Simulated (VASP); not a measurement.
## NaH: single point with PBE

NaH:

```
Na H
1.0
     0.00000    2.44000    2.44000
     2.44000    0.00000    2.44000
     2.44000    2.44000    0.00000
Na H
1 1
Cartesian
  0.0000 0.0000 -0.0750
  2.4400 2.4400 2.4400
```

This cell differs from its parent crystal: all Na atoms moved +0.075 Å, as atom 1 towards its neighbour atom 2 (H) at 2.440 Å.

| Item | Value |
| --- | --- |
| Program | VASP 6.6.1 |
| Task | single point |
| Functional | PBE |
| Potentials or basis | VASP PAW PBE potentials, release 64 (Na_pv, H) |
| Cutoff | 520 eV |
| k mesh | 8 × 8 × 8 |
| Occupations | gaussian, width 0.05 eV |
| Spin | no spin polarisation |
| Dipole correction | no |
| Further INCAR settings | ALGO = Normal; EDIFF = 1e-06; NBANDS = 11 |

```yaml
Pressure: -0.6 GPa
Largest_force: 0.059 eV/Å
Band_gap_on_the_k_mesh: 3.71 eV, indirect (least direct gap 4.55 eV)
```

Forces on the atoms (eV/Å):
```
Na   0.000  0.000  0.059
H    0.000  0.000 -0.059
```

Stress tensor (GPa, compression positive):
```
-0.70  0.00  0.00
 0.00 -0.70  0.00
 0.00  0.00 -0.53
```

Levels at points of the mesh, in eV from the valence-band top:
| k point | band 1 | band 2 | band 3 | band 4 | band 5 | band 6 | band 7 | band 8 |
| --- | --- | --- | --- | --- | --- | --- | --- | --- |
| (0.00, 0.00, 0.00) | -22.15 | -22.15 | -22.15 | -3.54 | 10.15 | 15.36 | 15.36 | 15.39 |
| (0.50, 0.00, 0.00) | -22.24 | -22.16 | -22.16 | -0.84 | 3.71 | 10.58 | 13.20 | 13.22 |
| (0.50, 0.50, 0.00) | -22.23 | -22.18 | -22.18 | -0.17 | 4.59 | 9.92 | 10.49 | 10.49 |
| (0.00, 0.50, 0.50) | -22.23 | -22.18 | -22.18 | -0.17 | 4.58 | 9.91 | 10.45 | 10.51 |

It took 12 s on 1 thread of Intel(R) Xeon(R) Platinum 8488C (Sapphire Rapids), on a shared host, peak memory 0.15 GiB.

Caveat: the cell differs from its parent crystal (all Na atoms moved +0.075 Å, as atom 1 towards its neighbour atom 2 (H) at 2.440 Å). A k mesh can miss the band edges.
